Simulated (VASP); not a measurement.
Crystal: GaN.

```
Ga N
1.0
     3.15866    0.00000    0.00000
    -1.57933    2.73548    0.00000
     0.00000    0.00000    5.13133
Ga N
2 2
Cartesian
  1.5793 0.9118 2.5657
  0.0000 1.8237 0.0000
  1.5793 0.9118 4.4899
  0.0000 1.8237 1.9242
```

Base run:

```yaml
Program: VASP 6.6.1
Functional: revPBE
Potentials_or_basis: VASP PAW PBE potentials, release 64 (Ga_d, N)
Cutoff: 520 eV
k_mesh: 10 × 10 × 5
Occupations: fermi-dirac, width 0.05 eV
Spin: no spin polarisation
```

Its results: band gap on the k mesh 2.15 eV, direct; pressure 14.6 GPa; largest force 0.143 eV/Å.

Q: After a change of settings the same cell gave: band gap on the k mesh 2.11 eV, direct; pressure 11.6 GPa; largest force 0.140 eV/Å. Which change was it?
A. functional from revPBE to PBE
B. functional from revPBE to PBEsol; dispersion from none to D3(BJ)
C. functional from revPBE to RPBE; dispersion from none to D4
D. functional from revPBE to r2SCAN; dispersion from none to D4

A: A.

PBE binds more tightly than revPBE, so the same cell stands under less pressure.

Caveats: the PAW data sets were made with another functional, which shifts forces and pressure a little (some runs).
